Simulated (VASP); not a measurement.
Input of a VASP 6.6.1 run:

The input POSCAR:

```
HfS2
1.0
    3.6058628374      0.0000000000      0.0000000000
   -1.8029314187      3.1227688198      0.0000000000
    0.0000000000      0.0000000000      5.7703877713
Hf S
1 2
Direct
    0.0000000000      0.0000000000      0.0000000000
    0.6666666667      0.3333333333      0.7476059872
    0.3333333333      0.6666666667      0.2523940128
```

File INCAR.step1:

```
PREC     = Accurate       # precision mode
ENCUT    = 400            # plane-wave cutoff, eV
EDIFF    = 1E-5           # SCF threshold, eV
ISMEAR   = 0              # smearing method
SIGMA    = 0.02           # smearing width, eV
LREAL    = False          # projectors in reciprocal space
LASPH    = True           # aspherical terms in the spheres
NELM     = 120            # most SCF steps
ALGO     = Normal         # electronic algorithm
ISIF     = 2              # what is computed and relaxed
LWAVE    = True           # write WAVECAR
GGA      = PE             # functional
NBANDS   = 18             # bands
GGA_COMPAT= False
```

INCAR.step2

```
PREC     = Accurate       # precision mode
ENCUT    = 400            # plane-wave cutoff, eV
EDIFF    = 1E-6           # SCF threshold, eV
ISMEAR   = 0              # smearing method
SIGMA    = 0.02           # smearing width, eV
LREAL    = False          # projectors in reciprocal space
LASPH    = True           # aspherical terms in the spheres
NELM     = 120            # most SCF steps
ALGO     = Normal         # electronic algorithm
ISIF     = 2              # what is computed and relaxed
LWAVE    = False          # write WAVECAR
LCHARG   = True           # write CHGCAR
GGA      = PE             # functional
LHFCALC  = True           # exact exchange
AEXX     = 0.25           # exact-exchange fraction
PRECFOCK = Normal       
LELF     = True           # ELF
LVHAR    = True         
ISTART   = 1            
NBANDS   = 18             # bands
GGA_COMPAT= False
```

KPOINTS

```
Automatic mesh
0
Gamma
  6 6 4
```

Potentials or basis: VASP PAW PBE potentials, release 64 (Hf_pv, S).

Launch:

```console
$ cat potpaw_PBE.64/Hf_pv/POTCAR potpaw_PBE.64/S/POTCAR > POTCAR
$ cp INCAR.step1 INCAR
$ mpirun -np 1 vasp_std > vasp.out
$ cp INCAR.step2 INCAR
$ mpirun -np 1 vasp_std > vasp.out
```

Problem. Estimate the band gap on the k mesh.

Solution. 2.33 eV (least direct gap 3.42 eV).

Problem. Estimate the pressure.

Solution. 0.4 GPa.

Problem. Estimate the largest force.

Solution. 0.352 eV/Å.

Stress tensor (GPa, compression positive):
```
0.54 0.00 0.00
0.00 0.54 0.00
0.00 0.00 0.19
```

Caveat: the PAW data sets were made with another functional, which shifts forces and pressure a little; spin-orbit coupling is left out, which moves the levels of the heavy elements; this functional lacks dispersion, which binds layers or chains, so the pressure and a relaxed spacing across them are unreliable. A k mesh can miss the band edges.
